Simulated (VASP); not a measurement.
# Sc (Fm-3m) in VASP: further runs

Runs on Sc. Level: PBEsol. Tasks: single point.

Program: VASP 6.6.1. These are calculated values, not measurements. Logs are shortened: lines on timing, memory, paths and dates and some standing lists are left out, and cuts for length are marked.

## Step 1: The cell of the first run

The structure is cubic, space group Fm-3m (No. 225). Conventional cell: a = 4.184 Å, b = 4.184 Å, c = 4.184 Å, α = 90.00°, β = 90.00°, γ = 90.00°. Within 3.9 Å of Sc (site symmetry m-3m) lie 12 Sc at 2.96 Å.

## Step 2: Single point, PBEsol

Contents of INCAR:

```
SYSTEM = Sc
PREC = Accurate
ENCUT = 520
EDIFF = 1E-6
ISMEAR = -1
SIGMA = 0.05
LREAL = .FALSE.
LASPH = .TRUE.
NELM = 80
ALGO = Fast
ISIF = 2
LWAVE = .FALSE.
LCHARG = .FALSE.
GGA = PS
NBANDS = 12
```

Contents of KPOINTS:

```
regular mesh
0
G
  10 10 10
  0 0 0
```

Contents of POSCAR:

```
Sc
1.0
    0.0000000000      2.0920508504      2.0920508504
    2.0920508504      0.0000000000      2.0920508504
    2.0920508504      2.0920508504      0.0000000000
Sc
1
Direct
    0.0000000000      0.0000000000      0.0000000000
```

Potentials or basis: VASP PAW PBE potentials, release 64 (Sc_sv).

Run with:

```console
> cat potpaw_PBE.64/Sc_sv/POTCAR > POTCAR
> mpirun -np 1 vasp_std > vasp.out
```

OUTCAR:

```text
SYSTEM = Sc
   PREC = Accurate
   ENCUT = 520
   EDIFF = 1E-6
   ISMEAR = -1
   LREAL = .FALSE.
   LASPH = .TRUE.
   NELM = 80
   ISIF = 2
   GGA = PS

 ion  position               nearest neighbor table
   1  0.000  0.000  0.000-

  LATTYP: Found a face centered cubic cell.
 ALAT       =     4.1841017008

  Lattice vectors:

 A1 = (   0.0000000000,   2.0920508504,   2.0920508504)
 A2 = (   2.0920508504,   0.0000000000,   2.0920508504)
 A3 = (   2.0920508504,   2.0920508504,   0.0000000000)

Analysis of symmetry for initial positions (statically):
=====================================================================
 Subroutine PRICEL returns:
 Original cell was already a primitive cell.

 Routine SETGRP: Setting up the symmetry group for a
 face centered cubic supercell.

 Subroutine GETGRP returns: Found 48 space group operations
 (whereof 48 operations were pure point group operations)
 out of a pool of 48 trial point group operations.

The static configuration has the point symmetry O_h .

Analysis of symmetry for dynamics (positions and initial velocities):
=====================================================================
 Subroutine PRICEL returns:
 Original cell was already a primitive cell.

 Routine SETGRP: Setting up the symmetry group for a
 face centered cubic supercell.

 Subroutine GETGRP returns: Found 48 space group operations
 (whereof 48 operations were pure point group operations)
 out of a pool of 48 trial point group operations.

The dynamic configuration has the point symmetry O_h .

 Subroutine INISYM returns: Found 48 space group operations
 (whereof 48 operations are pure point group operations),
 and found     1 'primitive' translations

----------------------------------------------------------------------------------------

                                     Primitive cell

  volume of cell :      18.3125

  direct lattice vectors                    reciprocal lattice vectors
     0.000000000  2.092050850  2.092050850    -0.238999927  0.238999927  0.238999927
     2.092050850  0.000000000  2.092050850     0.238999927 -0.238999927  0.238999927
     2.092050850  2.092050850  0.000000000     0.238999927  0.238999927 -0.238999927

  length of vectors
     2.958606686  2.958606686  2.958606686     0.413960016  0.413960016  0.413960016

  position of ions in fractional coordinates (direct lattice)
     0.000000000  0.000000000  0.000000000

  ion indices of the primitive-cell ions
   primitive index   ion index
                 1           1

----------------------------------------------------------------------------------------

 KPOINTS: regular mesh

Automatic generation of k-mesh.
 Grid dimensions read from file:
 generate k-points for:   10   10   10

 Generating k-lattice:

  Cartesian coordinates                     Fractional coordinates (reciprocal lattice)
    -0.023899993  0.023899993  0.023899993     0.100000000  0.000000000  0.000000000
     0.023899993 -0.023899993  0.023899993     0.000000000  0.100000000  0.000000000
     0.023899993  0.023899993 -0.023899993     0.000000000  0.000000000  0.100000000

  Length of vectors
     0.041396002  0.041396002  0.041396002

  Shift w.r.t. Gamma in fractional coordinates (k-lattice)
     0.000000000  0.000000000  0.000000000

 Subroutine IBZKPT returns following result:
 ===========================================

 Found     47 irreducible k-points:

 Following reciprocal coordinates:
            Coordinates               Weight
  0.000000  0.000000  0.000000      1.000000
  0.100000  0.000000  0.000000      8.000000
  0.200000  0.000000  0.000000      8.000000
  0.300000  0.000000  0.000000      8.000000
  0.400000  0.000000  0.000000      8.000000
  0.500000  0.000000  0.000000      4.000000
[... 16 lines left out ...]
  0.300000  0.300000  0.000000      6.000000
  0.400000  0.300000  0.000000     24.000000
 [... further k-points ...]
   k-points           NKPTS =     47   k-points in BZ     NKDIM =     47   number of bands    NBANDS=     12
   number of dos      NEDOS =    301   number of ions     NIONS =      1
   total plane-waves  NPLWV =  13824
   dimension x,y,z NGX =    24 NGY =   24 NGZ =   24
   dimension x,y,z NGXF=    48 NGYF=   48 NGZF=   48
   ions per type =               1
   NGX,Y,Z   is equivalent  to a cutoff of  13.49, 13.49, 13.49 a.u.
   NGXF,Y,Z  is equivalent  to a cutoff of  26.97, 26.97, 26.97 a.u.
 SYSTEM =  Sc
   PREC   = accura    normal or accurate (medium, high low for compatibility)
   ISTART =      0    job   : 0-new  1-cont  2-samecut
   ICHARG =      2    charge: 1-file 2-atom 10-const
   ISPIN  =      1    spin polarized calculation?
   LNONCOLLINEAR =      F non collinear calculations
   LSORBIT =      F    spin-orbit coupling
   LASPH  =      T    aspherical Exc in radial PAW
   ENCUT  =  520.0 eV  38.22 Ry    6.18 a.u.   5.50  5.50  5.50*2*pi/ulx,y,z
   NELM   =     80;   NELMIN=  2; NELMDL= -5     # of ELM steps
   EDIFF  = 0.1E-05   stopping-criterion for ELM
   LREAL  =      F    real-space projection
   EDIFFG = 0.1E-04   stopping-criterion for IOM
   NSW    =      0    number of steps for IOM
   IBRION =     -1    ionic relax: 0-MD 1-quasi-New 2-CG
   NFREE  =      0    steps in history (QN), initial steepest desc. (CG)
   ISIF   =      2    stress and relaxation
   ISYM   =      2    0-nonsym 1-usesym 2-fastsym
   POTIM  = 0.5000    time-step for ionic-motion
   TEBEG  =    0.0;   TEEND  =   0.0 temperature during run
   PSTRESS=    0.0 pullay stress
   NELECT =      11.0000    total number of electrons
   NUPDOWN=      -1.0000    fix difference up-down
   EMIN   =  10.00;   EMAX   =-10.00  energy-range for DOS
   EFERMI =   0.00;   METHOD = LEGACY
   ISMEAR =    -1;   SIGMA  =   0.05  broadening in eV -4-tet -1-fermi 0-gaus
   EFERMI_NEDOS =   21; number of points for ismear=-14 and -15
   IALGO  =     68    algorithm
   IMIX   =      4    mixing-type and parameters
     AMIX     =   0.40;   BMIX     =  1.00
     AMIX_MAG =   1.60;   BMIX_MAG =  1.00
  volume/ion in A,a.u.               =      18.31       123.58
  Fermi-wavevector in a.u.,A,eV,Ry     =   1.381307  2.610291 25.960032  1.908009
  Thomas-Fermi vector in A             =   2.506103
   LORBIT       =      0    0 simple, 1 ext, 2 COOP (PROOUT), +10 PAW based schemes
   GGA     = PS    functional components
   LHFCALC =     F    Hartree Fock is set to
   AEXX    =    0.0000 exact exchange contribution
   IVDW    =     0    specifies the selected vdW correction
   LEPSILON=     F    determine dielectric tensor
   LRPA    =     F    only Hartree local field effects (RPA)
 non-spin polarized calculation
 RMM-DIIS sequential band-by-band and
  energy-cutoff  :      520.00
  volume of cell :       18.31
 maximum number of plane-waves:       531
 NGX is ok and might be reduce to    24
   NGX = 11   NGY = 11   NGZ = 11

 number of electron      10.9999999 magnetization

 Free energy of the ion-electron system (eV)
  ---------------------------------------------------
  ext. energy  EPLUGINS =         0.00000000
  ---------------------------------------------------
  free energy    TOTEN  =        -6.28215020 eV

  energy without entropy =       -6.27261951  energy(sigma->0) =       -6.27738485

 E-fermi :   5.5371     XC(G=0): -11.2747

 val. band max:        5.5200066795   @ k =  -0.4000   0.2000   0.0000
 cond. band min:       5.6069794105   @ k =  -0.3000   0.4000   0.2000
 fundamental gap:      0.0869727310
 Fermi energy:         5.5370965276

 k-point     1 :       0.0000    0.0000    0.0000
  band No.  band energies     occupation
      1     -42.9578      2.00000
      2     -21.1524      2.00000
      3     -21.1524      2.00000
      4     -21.1524      2.00000
      5      -0.0422      2.00000
      6       7.5055      0.00000
      7       7.5055      0.00000
      8       7.5055      0.00000
      9       9.5387      0.00000
     10       9.5387      0.00000
     11      19.8095      0.00000
     12      24.4567      0.00000

 k-point     2 :       0.1000    0.0000    0.0000
  band No.  band energies     occupation
      1     -42.9384      2.00000
      2     -21.2590      2.00000
      3     -21.1648      2.00000
      4     -21.1648      2.00000
      5       0.2935      2.00000
      6       7.2420      0.00000
      7       7.6348      0.00000
      8       7.6348      0.00000
      9       9.4404      0.00000
     10       9.4404      0.00000
     11      20.2610      0.00000
     12      22.5582      0.00000

 k-point     3 :       0.2000    0.0000    0.0000
  band No.  band energies     occupation
      1     -42.8871      2.00000
      2     -21.5317      2.00000
      3     -21.1972      2.00000
      4     -21.1972      2.00000
      5       1.2027      2.00000
      6       6.6771      0.00000
      7       7.8196      0.00000
      8       7.8196      0.00000
      9       9.4088      0.00000
     10       9.4088      0.00000
     11      20.0134      0.00000
     12      21.0128      0.00000
[... 286 lines left out ...]
 k-point    23 :       0.3000    0.3000    0.0000
  band No.  band energies     occupation
      1     -42.7792      2.00000
      2     -21.8180      2.00000
      3     -21.3898      2.00000
      4     -21.3898      2.00000
      5       2.8821      2.00000
      6       5.2442      1.99430
      7       7.4737      0.00000
      8       9.4142      0.00000
      9       9.4142      0.00000
     10      10.3804      0.00000
     11      20.5613      0.00000
     12      20.5614      0.00000

 k-point    24 :       0.4000    0.3000    0.0000
  band No.  band energies     occupation
      1     -42.7380      2.00000
      2     -21.9509      2.00000
      3     -21.4644      2.00000
      4     -21.4294      2.00000
      5       3.4108      2.00000
      6       4.9689      1.99998
      7       7.3137      0.00000
      8       9.5887      0.00000
      9      10.4239      0.00000
     10      10.8072      0.00000
     11      18.3478      0.00000
     12      19.7093      0.00000

 [... further k-points ...]
[... 5 lines left out ...]
  --------------------------------------------------------------------------------------
  -------------------------------------------------------------------------------------
  Total        2.2927087      2.2927087      2.2927087      0.0000000      0.0000000     -0.0000000
  in kB      200.5916021    200.5916021    200.5916021      0.0000000      0.0000000     -0.0000000
  external PRESSURE =     200.5916021 kB  Pullay stress =       0.0000000 kB

 VOLUME and BASIS-vectors are now :
 -----------------------------------------------------------------------------
  energy-cutoff  :      520.00
  volume of cell :       18.31
      direct lattice vectors                 reciprocal lattice vectors
     0.000000000  2.092050850  2.092050850    -0.238999927  0.238999927  0.238999927
     2.092050850  0.000000000  2.092050850     0.238999927 -0.238999927  0.238999927
     2.092050850  2.092050850  0.000000000     0.238999927  0.238999927 -0.238999927

 POSITION                                       TOTAL-FORCE (eV/Angst)
 -----------------------------------------------------------------------------------
      0.00000      0.00000      0.00000         0.000000      0.000000      0.000000
 -----------------------------------------------------------------------------------
    total drift:                               -0.000000     -0.000000      0.000000

  FREE ENERGIE OF THE ION-ELECTRON SYSTEM (eV)
  ---------------------------------------------------
  free  energy   TOTEN  =        -6.2821501979 eV

  energy  without entropy=       -6.2726195062  energy(sigma->0) =       -6.27738485
```

Run time: 9.8 s. Hardware: 1 thread of AMD EPYC 7R13 (Zen 3), shared host; peak memory 0.11 GiB.

Results:

| Item | Value |
| --- | --- |
| Free energy | -6.2822 eV |
| Pressure | 20.1 GPa |

Levels at points of the mesh, in eV from the Fermi level:
| k point | band 1 | band 2 | band 3 | band 4 | band 5 | band 6 | band 7 | band 8 | band 9 | band 10 |
| --- | --- | --- | --- | --- | --- | --- | --- | --- | --- | --- |
| (0.00, 0.00, 0.00) | -48.49 | -26.69 | -26.69 | -26.69 | -5.58 | 1.97 | 1.97 | 1.97 | 4.00 | 4.00 |
| (0.50, 0.00, 0.00) | -48.29 | -27.74 | -26.82 | -26.82 | -2.13 | 1.14 | 1.78 | 1.78 | 5.35 | 5.35 |
| (0.50, 0.50, 0.00) | -48.22 | -27.66 | -27.05 | -27.05 | -2.26 | -1.17 | 3.37 | 5.34 | 5.71 | 5.71 |

Caveat: the PAW data sets were made with another functional, which shifts forces and pressure a little.

## Step 3: Single point, PBEsol

This run uses another cell than the first one, of 20.35 Å³/atom, 1.112 times its volume.

Contents of INCAR:

```
SYSTEM = Sc
PREC     = Accurate       ! precision mode
ENCUT    = 520            ! plane-wave cutoff, eV
EDIFF    = 1E-6           ! SCF threshold, eV
ISMEAR   = -1             ! smearing method
SIGMA    = 0.05           ! smearing width, eV
LREAL    = .False.        ! projectors in reciprocal space
LASPH    = .True.         ! aspherical terms in the spheres
NELM     = 60             ! most SCF steps
ALGO     = Normal         ! electronic algorithm
ISIF     = 2              ! what is computed and relaxed
LWAVE    = .False.        ! write WAVECAR
LCHARG   = .True.         ! write CHGCAR
GGA      = PS             ! functional
LELF     = .True.         ! ELF
LVHAR    = .True.       
NBANDS   = 12             ! bands
```

Contents of KPOINTS:

```
regular mesh
0
Gamma
  10 10 10
  0 0 0
```

Contents of POSCAR:

```
Sc
1.0
    0.0000000000      2.1670973763      2.1670973763
    2.1670973763      0.0000000000      2.1670973763
    2.1670973763      2.1670973763      0.0000000000
Sc
1
Direct
    0.0000000000      0.0000000000      0.0000000000
```

Potentials or basis: VASP PAW PBE potentials, release 64 (Sc_sv).

Run with:

```console
> cat potpaw_PBE.64/Sc_sv/POTCAR > POTCAR
> mpirun -np 1 vasp_std > vasp.out
```

Run time: 8.5 s. Hardware: 1 thread of AMD EPYC 7R13 (Zen 3), shared host; peak memory 0.11 GiB.

It converged, with:

```yaml
Free_energy: -6.4709 eV
Pressure: 10.0 GPa
```

Levels at points of the mesh, in eV from the Fermi level:
```csv
k point,band 1,band 2,band 3,band 4,band 5,band 6,band 7,band 8,band 9,band 10
"(0.00, 0.00, 0.00)",-48.72,-27.06,-27.06,-27.06,-5.49,1.85,1.85,1.85,3.63,3.63
"(0.50, 0.00, 0.00)",-48.58,-27.82,-27.16,-27.16,-1.99,0.73,1.69,1.69,4.80,4.80
"(0.50, 0.50, 0.00)",-48.54,-27.76,-27.32,-27.32,-1.96,-0.93,2.75,4.79,5.11,5.11
```

Caveat: the PAW data sets were made with another functional, which shifts forces and pressure a little.

## Step 4: Single point, PBEsol

This run uses another cell than the first one, of 21.76 Å³/atom, 1.188 times its volume.

Contents of INCAR:

```
SYSTEM = Sc
PREC = Accurate
ENCUT = 520
EDIFF = 1E-6
ISMEAR = -1
SIGMA = 0.05
LREAL = .FALSE.
LASPH = .TRUE.
NELM = 80
ALGO = Normal
ISIF = 2
LWAVE = .FALSE.
LCHARG = .FALSE.
GGA = PS
NBANDS = 12
```

Contents of KPOINTS:

```
Automatic mesh
0
G
  10 10 10
  0 0 0
```

Contents of POSCAR:

```
Sc
1.0
    0.0000000000      2.2159776107      2.2159776107
    2.2159776107      0.0000000000      2.2159776107
    2.2159776107      2.2159776107      0.0000000000
Sc
1
Direct
    0.0000000000      0.0000000000      0.0000000000
```

Run with:

```console
> cat potpaw_PBE.64/Sc_sv/POTCAR > POTCAR
> mpirun -np 1 vasp_std > vasp.out
```

It took 8.1 s on 1 thread of AMD EPYC 7R13 (Zen 3), shared host; peak memory 0.11 GiB.

It converged, with:

- Free energy: -6.5370 eV
- Pressure: 5.0 GPa

Levels at points of the mesh, in eV from the Fermi level:
```csv
k point,band 3,band 4,band 5,band 6,band 7,band 8
"(0.00, 0.00, 0.00)",-27.30,-27.30,-5.40,1.76,1.76,1.76
"(0.50, 0.00, 0.00)",-27.37,-27.37,-1.91,0.53,1.62,1.62
"(0.50, 0.50, 0.00)",-27.51,-27.51,-1.79,-0.81,2.42,4.45
```

Caveat: the PAW data sets were made with another functional, which shifts forces and pressure a little.

## Step 5: Single point, PBEsol

This run uses another cell than the first one, of 22.80 Å³/atom, 1.245 times its volume.

Contents of INCAR:

```
SYSTEM = Sc
PREC = Accurate
ENCUT = 520
EDIFF = 1E-7
ISMEAR = -1
SIGMA = 0.05
LREAL = .False.
LASPH = .True.
NELM = 80
ALGO = Normal
ISIF = 2
LWAVE = .False.
LCHARG = .False.
GGA = PS
NBANDS = 12
```

Contents of KPOINTS:

```
regular mesh
0
Gamma
  10 10 10
  0 0 0
```

Contents of POSCAR:

```
Sc
1.0
    0.0000000000      2.2506297147      2.2506297147
    2.2506297147      0.0000000000      2.2506297147
    2.2506297147      2.2506297147      0.0000000000
Sc
1
Direct
    0.0000000000      0.0000000000      0.0000000000
```

Run with:

```console
> cat potpaw_PBE.64/Sc_sv/POTCAR > POTCAR
> mpirun -np 1 vasp_std > vasp.out
```

Run time: 10 s. Hardware: 1 thread of AMD EPYC 7R13 (Zen 3), shared host; peak memory 0.11 GiB.

It converged, with:

```yaml
Free_energy: -6.5600 eV
Pressure: 2.0 GPa
```

Levels at points of the mesh, in eV from the Fermi level:
| k point | band 1 | band 2 | band 3 | band 4 | band 5 | band 6 | band 7 | band 8 | band 9 | band 10 |
| --- | --- | --- | --- | --- | --- | --- | --- | --- | --- | --- |
| (0.00, 0.00, 0.00) | -49.01 | -27.46 | -27.46 | -27.46 | -5.33 | 1.69 | 1.69 | 1.69 | 3.23 | 3.23 |
| (0.50, 0.00, 0.00) | -48.92 | -27.98 | -27.53 | -27.53 | -1.86 | 0.41 | 1.56 | 1.56 | 4.23 | 4.23 |
| (0.50, 0.50, 0.00) | -48.90 | -27.95 | -27.64 | -27.64 | -1.69 | -0.74 | 2.22 | 4.22 | 4.49 | 4.49 |

Caveat: the PAW data sets were made with another functional, which shifts forces and pressure a little.

## Step 6: The runs side by side

```csv
cell,gap on the mesh (eV),pressure (GPa)
"a = 2.959 Å, angles 60.0°, 1 atom",none,20.1
"a = 3.065 Å, angles 60.0°, 1 atom",none,10.0
"a = 3.134 Å, angles 60.0°, 1 atom",none,5.0
"a = 3.183 Å, angles 60.0°, 1 atom",none,2.0
```

Alike in all rows: task single point; level PBEsol; potentials or basis VASP PAW PBE potentials, release 64 (Sc_sv); no spin polarisation; k mesh 10 × 10 × 10; cutoff (eV) 520; smearing fermi-dirac 0.05 eV.

Caveats: the PAW data sets were made with another functional, which shifts forces and pressure a little.

Absolute energies hang on the potentials; compare differences alone.
